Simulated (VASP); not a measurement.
# Co (P6_3/mmc) in VASP: notebook

The runs below take Co through single point, relaxation of volume and atoms at fixed shape, with LDA.

All numbers are computed with VASP 6.6.1; they aren't measurements. Logs are shortened: lines on timing, memory, paths and dates and some standing lists are left out, and cuts for length are marked.

### Step 1. The cell of the first run

It takes space group P6_3/mmc (No. 194, hexagonal). The conventional cell has a = 2.422 Å, b = 2.422 Å, c = 3.931 Å, α = 90.00°, β = 90.00°, γ = 120.00°. Co (site symmetry -6m2) has 12 Co at 2.41 to 2.42 Å within 3.2 Å.

### Step 2. Single point, LDA, collinear spin, ferromagnetic start

Input file INCAR:

```
PREC = Accurate
ENCUT = 520
EDIFF = 1E-6
ISMEAR = -1
SIGMA = 0.1
LREAL = False
LASPH = True
NELM = 150
ALGO = Normal
ISIF = 2
LWAVE = False
LCHARG = True
ISPIN = 2
MAGMOM = 2.5 2.5
LORBIT = 11
LMAXMIX = 4
GGA = CA
LELF = True
LVHAR = True
NBANDS = 20
```

Input file KPOINTS:

```
regular mesh
0
Gamma
  12 12 6
```

Input file POSCAR:

```
Co
1.0
    2.4221031482      0.0000000000      0.0000000000
   -1.2110515741      2.0976028570      0.0000000000
    0.0000000000      0.0000000000      3.9314499493
Co
2
Direct
    0.3333333333      0.6666666667      0.2500000000
    0.6666666667      0.3333333333      0.7500000000
```

Potentials or basis: VASP PAW LDA potentials, release 64 (Co).

Launch:

```console
$ cat potpaw_LDA.64/Co/POTCAR > POTCAR
$ mpirun -np 1 vasp_std > vasp.out
```

OUTCAR:

```text
PREC = Accurate
   ENCUT = 520
   EDIFF = 1E-6
   ISMEAR = -1
   LREAL = False
   LASPH = True
   NELM = 150
   ISIF = 2
   ISPIN = 2
   LORBIT = 11
   GGA = CA

 ion  position               nearest neighbor table
   1  0.333  0.667  0.250-   2 2.41   2 2.41   2 2.41   2 2.41   2 2.41   2 2.41
   2  0.667  0.333  0.750-   1 2.41   1 2.41   1 2.41   1 2.41   1 2.41   1 2.41

  LATTYP: Found a hexagonal cell.
 ALAT       =     2.4221031482
 C/A-ratio  =     1.6231554598

  Lattice vectors:

 A1 = (   2.4221031482,   0.0000000000,   0.0000000000)
 A2 = (  -1.2110515741,   2.0976028570,   0.0000000000)
 A3 = (   0.0000000000,   0.0000000000,   3.9314499493)

Analysis of symmetry for initial positions (statically):
=====================================================================
 Subroutine PRICEL returns:
 Original cell was already a primitive cell.

 Routine SETGRP: Setting up the symmetry group for a
 hexagonal supercell.

 Subroutine GETGRP returns: Found 24 space group operations
 (whereof 12 operations were pure point group operations)
 out of a pool of 24 trial point group operations.

The static configuration has the point symmetry D_3d.
 The point group associated with its full space group is D_6h.

Analysis of symmetry for dynamics (positions and initial velocities):
=====================================================================
 Subroutine PRICEL returns:
 Original cell was already a primitive cell.

 Routine SETGRP: Setting up the symmetry group for a
 hexagonal supercell.

 Subroutine GETGRP returns: Found 24 space group operations
 (whereof 12 operations were pure point group operations)
 out of a pool of 24 trial point group operations.

The dynamic configuration has the point symmetry D_3d.
 The point group associated with its full space group is D_6h.

Analysis of structural, dynamic, and magnetic symmetry:
=====================================================================
 Subroutine PRICEL returns:
 Original cell was already a primitive cell.

 Routine SETGRP: Setting up the symmetry group for a
 hexagonal supercell.

 Subroutine GETGRP returns: Found 24 space group operations
 (whereof 12 operations were pure point group operations)
 out of a pool of 24 trial point group operations.

The overall configuration has the point symmetry D_3d.
 The point group associated with its full space group is D_6h.

 Subroutine INISYM returns: Found 24 space group operations
 (whereof 12 operations are pure point group operations),
 and found     1 'primitive' translations

----------------------------------------------------------------------------------------

                                     Primitive cell

  volume of cell :      19.9742

  direct lattice vectors                    reciprocal lattice vectors
     2.422103148  0.000000000  0.000000000     0.412864333  0.238367334  0.000000000
    -1.211051574  2.097602857  0.000000000     0.000000000  0.476734667  0.000000000
     0.000000000  0.000000000  3.931449949     0.000000000  0.000000000  0.254359082

  length of vectors
     2.422103148  2.422103148  3.931449949     0.476734667  0.476734667  0.254359082

  position of ions in fractional coordinates (direct lattice)
     0.333333333  0.666666667  0.250000000
     0.666666667  0.333333333  0.750000000

  ion indices of the primitive-cell ions
   primitive index   ion index
                 1           1
                 2           2

----------------------------------------------------------------------------------------

 KPOINTS: regular mesh

Automatic generation of k-mesh.
 Grid dimensions read from file:
 generate k-points for:   12   12    6

 Generating k-lattice:

  Cartesian coordinates                     Fractional coordinates (reciprocal lattice)
     0.034405361  0.019863944  0.000000000     0.083333333  0.000000000  0.000000000
     0.000000000  0.039727889  0.000000000     0.000000000  0.083333333  0.000000000
     0.000000000  0.000000000  0.042393180     0.000000000  0.000000000  0.166666667

  Length of vectors
     0.039727889  0.039727889  0.042393180

  Shift w.r.t. Gamma in fractional coordinates (k-lattice)
     0.000000000  0.000000000  0.000000000

 Subroutine IBZKPT returns following result:
 ===========================================

 Found     76 irreducible k-points:

 Following reciprocal coordinates:
            Coordinates               Weight
  0.000000  0.000000  0.000000      1.000000
  0.083333  0.000000  0.000000      6.000000
  0.166667 -0.000000  0.000000      6.000000
  0.250000 -0.000000  0.000000      6.000000
  0.333333 -0.000000  0.000000      6.000000
  0.416667 -0.000000  0.000000      6.000000
[... 16 lines left out ...]
  0.250000 -0.000000  0.166667     12.000000
  0.333333 -0.000000  0.166667     12.000000
 [... further k-points ...]
   k-points           NKPTS =     76   k-points in BZ     NKDIM =     76   number of bands    NBANDS=     20
   number of dos      NEDOS =    301   number of ions     NIONS =      2
   total plane-waves  NPLWV =   9720
   dimension x,y,z NGX =    18 NGY =   18 NGZ =   30
   dimension x,y,z NGXF=    36 NGYF=   36 NGZF=   60
   ions per type =               2
   NGX,Y,Z   is equivalent  to a cutoff of  12.35, 12.35, 12.69 a.u.
   NGXF,Y,Z  is equivalent  to a cutoff of  24.71, 24.71, 25.37 a.u.
 SYSTEM =  unknown system
   PREC   = accura    normal or accurate (medium, high low for compatibility)
   ISTART =      0    job   : 0-new  1-cont  2-samecut
   ICHARG =      2    charge: 1-file 2-atom 10-const
   ISPIN  =      2    spin polarized calculation?
   LNONCOLLINEAR =      F non collinear calculations
   LSORBIT =      F    spin-orbit coupling
   LASPH  =      T    aspherical Exc in radial PAW
   ENCUT  =  520.0 eV  38.22 Ry    6.18 a.u.   4.50  4.50  7.31*2*pi/ulx,y,z
   NELM   =    150;   NELMIN=  2; NELMDL= -5     # of ELM steps
   EDIFF  = 0.1E-05   stopping-criterion for ELM
   LREAL  =      F    real-space projection
   EDIFFG = 0.1E-04   stopping-criterion for IOM
   NSW    =      0    number of steps for IOM
   IBRION =     -1    ionic relax: 0-MD 1-quasi-New 2-CG
   NFREE  =      0    steps in history (QN), initial steepest desc. (CG)
   ISIF   =      2    stress and relaxation
   ISYM   =      2    0-nonsym 1-usesym 2-fastsym
[... 27 lines left out ...]
 NGX is ok and might be reduce to    18
   NGX =  9   NGY =  9   NGZ = 15

 number of electron      17.9999993 magnetization       2.8332396

 Free energy of the ion-electron system (eV)
  ---------------------------------------------------
  ext. energy  EPLUGINS =         0.00000000
  ---------------------------------------------------
  free energy    TOTEN  =       -16.28350184 eV

  energy without entropy =      -16.20861959  energy(sigma->0) =      -16.24606071

 E-fermi :  11.1345     XC(G=0): -14.2320

 val. band max:       11.1292585097   @ k =   0.2500   0.0833   0.3333
 cond. band min:      11.1550255608   @ k =   0.2500   0.0833   0.1667
 fundamental gap:      0.0257670511
 Fermi energy:        11.1345109074

 spin component 1

 k-point     1 :       0.0000    0.0000    0.0000
  band No.  band energies     occupation
      1       1.7470      1.00000
      2       5.6917      1.00000
      3       8.5555      1.00000
      4       8.6085      1.00000
      5       8.6086      1.00000
      6       8.9697      1.00000
[... 12 lines left out ...]
     19      38.5726      0.00000
     20      38.5726      0.00000

 k-point     2 :       0.0833    0.0000    0.0000
  band No.  band energies     occupation
      1       2.0069      1.00000
      2       5.8545      1.00000
      3       8.3248      1.00000
      4       8.7395      1.00000
      5       8.7950      1.00000
      6       8.9121      1.00000
[... 12 lines left out ...]
     19      39.6129      0.00000
     20      41.0407      0.00000

 k-point     3 :       0.1667   -0.0000    0.0000
  band No.  band energies     occupation
      1       2.7562      1.00000
      2       6.2569      1.00000
      3       8.0092      1.00000
      4       8.3214      1.00000
      5       8.7034      1.00000
      6       9.1097      1.00000
[... 12 lines left out ...]
     19      38.9517      0.00000
     20      41.3647      0.00000

 k-point     4 :       0.2500   -0.0000    0.0000
  band No.  band energies     occupation
      1       3.8808      1.00000
      2       6.5760      1.00000
      3       7.5010      1.00000
      4       7.8145      1.00000
      5       8.5873      1.00000
      6       8.8662      1.00000
[... 429 lines left out ...]
 k-point    23 :       0.2500   -0.0000    0.1667
  band No.  band energies     occupation
      1       4.1033      1.00000
      2       6.6285      1.00000
      3       7.3378      1.00000
      4       7.8772      1.00000
      5       8.4170      1.00000
      6       8.9082      1.00000
[... 12 lines left out ...]
     19      37.5820      0.00000
     20      38.3001      0.00000

 k-point    24 :       0.3333   -0.0000    0.1667
  band No.  band energies     occupation
      1       5.1831      1.00000
      2       6.5287      1.00000
      3       6.9505      1.00000
      4       7.7790      1.00000
      5       8.6328      1.00000
      6       8.7521      1.00000
[... 12 lines left out ...]
     19      35.8021      0.00000
     20      36.9497      0.00000

 [... further k-points ...]

 spin component 2

 k-point     1 :       0.0000    0.0000    0.0000
  band No.  band energies     occupation
      1       1.9250      1.00000
      2       6.5105      1.00000
      3       9.8571      1.00000
      4       9.9037      1.00000
      5       9.9037      1.00000
      6      10.3068      0.99975
[... 12 lines left out ...]
     19      38.9807      0.00000
     20      38.9807      0.00000

 k-point     2 :       0.0833    0.0000    0.0000
  band No.  band energies     occupation
      1       2.1860      1.00000
      2       6.6880      1.00000
      3       9.5891      1.00000
      4      10.0436      0.99998
      5      10.1131      0.99996
      6      10.2372      0.99987
[... 12 lines left out ...]
     19      39.7462      0.00000
     20      41.4405      0.00000

 k-point     3 :       0.1667   -0.0000    0.0000
  band No.  band energies     occupation
      1       2.9419      1.00000
      2       7.1378      1.00000
      3       9.2149      1.00000
      4       9.2546      1.00000
      5       9.9905      0.99999
      6      10.4406      0.99903
[... 12 lines left out ...]
     19      39.2134      0.00000
     20      41.7638      0.00000

 k-point     4 :       0.2500   -0.0000    0.0000
  band No.  band energies     occupation
      1       4.0964      1.00000
      2       7.5454      1.00000
      3       8.4537      1.00000
      4       8.9195      1.00000
      5       9.8309      1.00000
      6      10.2100      0.99990
[... 429 lines left out ...]
 k-point    23 :       0.2500   -0.0000    0.1667
  band No.  band energies     occupation
      1       4.3330      1.00000
      2       7.5207      1.00000
      3       8.2843      1.00000
      4       8.9883      1.00000
      5       9.6692      1.00000
      6      10.2505      0.99986
[... 12 lines left out ...]
     19      37.9930      0.00000
     20      38.7090      0.00000

 k-point    24 :       0.3333   -0.0000    0.1667
  band No.  band energies     occupation
      1       5.5671      1.00000
      2       7.4906      1.00000
      3       7.9077      1.00000
      4       8.8477      1.00000
      5       9.8104      1.00000
      6      10.0804      0.99997
[... 12 lines left out ...]
     19      36.2594      0.00000
     20      37.3569      0.00000

 [... further k-points ...]
[... 5 lines left out ...]
  --------------------------------------------------------------------------------------
  -------------------------------------------------------------------------------------
  Total       -0.0807984     -0.0807984     -0.3719051      0.0000000      0.0000000      0.0000000
  in kB       -6.4810382     -6.4810382    -29.8314320      0.0000000      0.0000000      0.0000000
  external PRESSURE =     -14.2645028 kB  Pullay stress =       0.0000000 kB

 VOLUME and BASIS-vectors are now :
 -----------------------------------------------------------------------------
  energy-cutoff  :      520.00
  volume of cell :       19.97
      direct lattice vectors                 reciprocal lattice vectors
     2.422103148  0.000000000  0.000000000     0.412864333  0.238367334  0.000000000
    -1.211051574  2.097602857  0.000000000     0.000000000  0.476734667  0.000000000
     0.000000000  0.000000000  3.931449949     0.000000000  0.000000000  0.254359082

 POSITION                                       TOTAL-FORCE (eV/Angst)
 -----------------------------------------------------------------------------------
     -0.00000      1.39840      0.98286        -0.000000      0.000000      0.000000
      1.21105      0.69920      2.94859         0.000000      0.000000      0.000000
 -----------------------------------------------------------------------------------
    total drift:                               -0.000000      0.000000     -0.000000

  FREE ENERGIE OF THE ION-ELECTRON SYSTEM (eV)
  ---------------------------------------------------
  free  energy   TOTEN  =       -16.2835018410 eV

  energy  without entropy=      -16.2086195884  energy(sigma->0) =      -16.24606071

 total charge

# of ion       s       p       d       tot
------------------------------------------
    1        0.523   0.591   7.340   8.455
    2        0.523   0.591   7.340   8.455
--------------------------------------------------
tot          1.047   1.182  14.681  16.910

 magnetization (x)

# of ion       s       p       d       tot
------------------------------------------
    1       -0.013  -0.036   1.459   1.410
    2       -0.013  -0.036   1.459   1.410
--------------------------------------------------
tot         -0.026  -0.073   2.917   2.819
```

It took 56 s on 1 thread of AMD EPYC 7R43 (Zen 3), shared host; peak memory 0.11 GiB.

What came out:

```yaml
Free_energy: -16.2835 eV
Pressure: -1.4 GPa
Net_moment: 2.83 μB per cell
Site_moments: Co +1.41 μB
Valence_electrons_inside_the_program's_atomic_spheres: Co 8.46
```

Levels at points of the mesh, in eV from the Fermi level:
Spin up:
| k point | band 8 | band 9 | band 10 | band 11 | band 12 | band 13 |
| --- | --- | --- | --- | --- | --- | --- |
| (0.00, 0.00, 0.00) | -1.74 | -1.74 | -0.48 | -0.48 | -0.14 | 7.18 |
| (0.50, 0.00, 0.00) | -0.32 | -0.22 | -0.15 | 1.70 | 3.89 | 10.37 |
| (0.00, 0.00, 0.50) | -2.60 | -0.84 | -0.84 | -0.84 | -0.84 | 15.94 |
| (0.50, 0.00, 0.50) | -0.82 | -0.21 | -0.21 | 1.81 | 1.81 | 8.16 |
Spin down:
```
           k point  band 6  band 7  band 8  band 9  band 10  band 11
(0.00, 0.00, 0.00)   -0.83   -0.83   -0.34   -0.34     0.02     1.01
(0.50, 0.00, 0.00)   -1.27   -0.83    1.17    1.30     1.36     2.77
(0.00, 0.00, 0.50)   -1.30   -1.30   -1.30    0.63     0.63     0.63
(0.50, 0.00, 0.50)   -0.22    0.28    0.28    1.28     1.28     2.45
```

### Step 3. Relaxation of volume and atoms at fixed shape, LDA, collinear spin, ferromagnetic start

This run uses another cell than the first one, of 11.08 Å³/atom, 1.109 times its volume.

Input file INCAR:

```
SYSTEM = Co
ALGO     = Normal         ! electronic algorithm
EDIFF    = 1E-7           ! SCF threshold, eV
EDIFFG   = -0.01          ! ionic threshold
ENCUT    = 600            ! plane-wave cutoff, eV
IBRION   = 2              ! ionic algorithm
ISIF     = 8              ! what is computed and relaxed
ISMEAR   = -1             ! smearing method
ISPIN    = 2              ! spin polarisation
LASPH    = .True.         ! aspherical terms in the spheres
LCHARG   = .False.        ! write CHGCAR
LMAXMIX  = 4              ! l up to which the mixer works
LORBIT   = 11             ! projections on sites
LREAL    = .False.        ! projectors in reciprocal space
LWAVE    = .False.        ! write WAVECAR
MAGMOM   = 2.5 2.5        ! initial moments
NELM     = 150            ! most SCF steps
NSW      = 80             ! ionic steps
PREC     = Accurate       ! precision mode
SIGMA    = 0.1            ! smearing width, eV
```

Input file KPOINTS:

```
k-points
0
Gamma
  12 12 6
  0 0 0
```

Input file POSCAR:

```
Co
1.0
    2.5074000000      0.0000000000      0.0000000000
   -1.2537000000      2.1714720974      0.0000000000
    0.0000000000      0.0000000000      4.0699000000
Co
2
Direct
    0.3333330000      0.6666670000      0.2500000000
    0.6666670000      0.3333330000      0.7500000000
```

Potentials or basis: VASP PAW LDA potentials, release 64 (Co).

Launch:

```console
$ cat potpaw_LDA.64/Co/POTCAR > POTCAR
$ mpirun -np 1 vasp_std > vasp.out
```

It took 2.4 min on 1 thread of Oxide Virtual Turin-like, shared host; peak memory 0.14 GiB.

It converged, with:

- Free energy: -16.2849 eV
- Relaxed volume: 9.93 Å³/atom
- Relaxed cell: a = 2.418 Å, b = 2.418 Å, c = 3.924 Å, α = 90.00°, β = 90.00°, γ = 120.00°
- Space group after relaxing (to 0.05 Å): P6_3/mmc (No. 194)
- Energy gained by relaxing: 89.1 meV/atom
- Ionic steps: 4
- Pressure after relaxing: -0.1 GPa
- Net moment: 2.81 μB per cell
- Site moments: Co +1.40 μB
- Valence electrons inside the program's atomic spheres: Co 8.47

Stress tensor (GPa, compression positive):
```
 0.72  0.00  0.00
 0.00  0.72  0.00
 0.00  0.00 -1.65
```

The path:
```csv
step,energy change (eV),largest force (eV/Å),pressure (GPa),volume (Å³)
1,0.0000,0.0000,-22.31,22.16
2,0.0789,0.0000,39.61,17.57
3,-0.1781,0.0000,-0.65,19.91
4,-0.1782,0.0000,-0.07,19.87
```

Final structure:
```cif
data_structure
_symmetry_space_group_name_H-M 'P 1'
_symmetry_Int_Tables_number 1
_cell_length_a 2.4177
_cell_length_b 2.4177
_cell_length_c 3.9244
_cell_angle_alpha 90.000
_cell_angle_beta 90.000
_cell_angle_gamma 120.000
_cell_volume 19.87
loop_
_atom_site_label
_atom_site_type_symbol
_atom_site_fract_x
_atom_site_fract_y
_atom_site_fract_z
_atom_site_occupancy
Co1 Co 0.33333 0.66667 0.25000 1
Co2 Co 0.66667 0.33333 0.75000 1
```

Levels at points of the mesh, in eV from the Fermi level:
Spin up:
| k point | band 6 | band 7 | band 8 | band 9 | band 10 | band 11 | band 12 | band 13 | band 14 | band 15 |
| --- | --- | --- | --- | --- | --- | --- | --- | --- | --- | --- |
| (0.00, 0.00, 0.00) | -2.17 | -2.17 | -1.74 | -1.74 | -0.47 | -0.47 | -0.15 | 7.24 | 22.78 | 26.11 |
| (0.50, 0.00, 0.00) | -2.48 | -2.09 | -0.31 | -0.21 | -0.13 | 1.72 | 3.92 | 10.42 | 11.17 | 13.68 |
| (0.00, 0.00, 0.50) | -2.61 | -2.61 | -2.61 | -0.83 | -0.83 | -0.83 | -0.83 | 16.01 | 16.01 | 23.54 |
| (0.50, 0.00, 0.50) | -1.60 | -0.81 | -0.81 | -0.20 | -0.20 | 1.82 | 1.82 | 8.22 | 8.22 | 19.56 |
Spin down:
| k point | band 5 | band 6 | band 7 | band 8 | band 9 | band 10 | band 11 | band 12 |
| --- | --- | --- | --- | --- | --- | --- | --- | --- |
| (0.00, 0.00, 0.00) | -1.25 | -0.84 | -0.84 | -0.35 | -0.35 | 0.02 | 1.01 | 1.01 |
| (0.50, 0.00, 0.00) | -1.41 | -1.28 | -0.84 | 1.17 | 1.30 | 1.36 | 2.78 | 4.78 |
| (0.00, 0.00, 0.50) | -1.32 | -1.32 | -1.32 | -1.32 | 0.63 | 0.63 | 0.63 | 0.63 |
| (0.50, 0.00, 0.50) | -0.23 | -0.23 | 0.27 | 0.27 | 1.29 | 1.29 | 2.46 | 2.46 |

Caveat: the volume moved by -10 % from the deposited cell, more than functionals usually miss. Zero-point motion and thermal expansion aren't in these numbers.
